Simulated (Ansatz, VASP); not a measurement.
## Two plane-wave programs on Pt

INCAR

```
SYSTEM = Pt
PREC = Accurate
ENCUT = 500
EDIFF = 1E-6
ISMEAR = 0
SIGMA = 0.1
LREAL = .False.
LASPH = .True.
NELM = 120
ALGO = Normal
ISIF = 2
LWAVE = .False.
LCHARG = .False.
GGA = PE
NBANDS = 17
GGA_COMPAT = .False.
```

Contents of KPOINTS:

```
Automatic mesh
0
Gamma
  9 9 4
  0 0 0
```

File POSCAR:

```
Pt
1.0
    2.7606656158      0.0000000000      0.0000000000
   -1.3803328079      2.3908065546      0.0000000000
    0.0000000000      0.0000000000      4.7921340000
Pt
2
Direct
    0.6666666700      0.3333333300      0.7500000000
    0.3333333300      0.6666666700      0.2500000000
```

Input for Ansatz:

```yaml
crystal:
  lattice:
    - [2.7606656158, 0.0, 0.0]
    - [-1.3803328079, 2.3908065546, 0.0]
    - [0.0, 0.0, 4.792134]
  atoms:
    - { symbol: Pt, position: [0.66666667, 0.33333333, 0.75] }
    - { symbol: Pt, position: [0.33333333, 0.66666667, 0.25] }
basis:
  ecutwfc: 420
kpoints:
  mp_grid: { grid: [9, 9, 4] }
hamiltonian:
  xc: pbe
scf:
  occupations: { method: gaussian, width: 0.1 }
output:
  forces: true
  stress: true
  eigenvalues: true
```

Alike in both runs: task single point; functional PBE; k mesh 9 × 9 × 4; occupations gaussian, width 0.1 eV; no spin polarisation.

```csv
,VASP,Ansatz
version,VASP 6.6.1,Ansatz 0.2.0
potentials or method,"VASP PAW PBE potentials, release 64 (Pt), cutoff 500 eV","scalar-relativistic, plane waves, PAW"
valence electrons in the cell,20,36
```

VASP gave:

- gap on the k mesh at the Fermi level (eV): none
- pressure (GPa): -1.3
- traceless stress, the component that is largest in VASP (GPa): 0.30

Problem. Which values does Ansatz return?

Solution. gap on the k mesh at the Fermi level (eV): none; pressure (GPa): -0.8; traceless stress, the component that is largest in VASP (GPa): 0.37.

A gap of «none» marks a metal or a gap that the smearing closes. With one functional, cell and mesh, what is left measures potentials, basis and numerics. VASP's potentials hold 20 valence electrons a cell and Ansatz's 36, so a difference there can come from the potentials and not from the codes.

Spin-orbit coupling is off throughout.
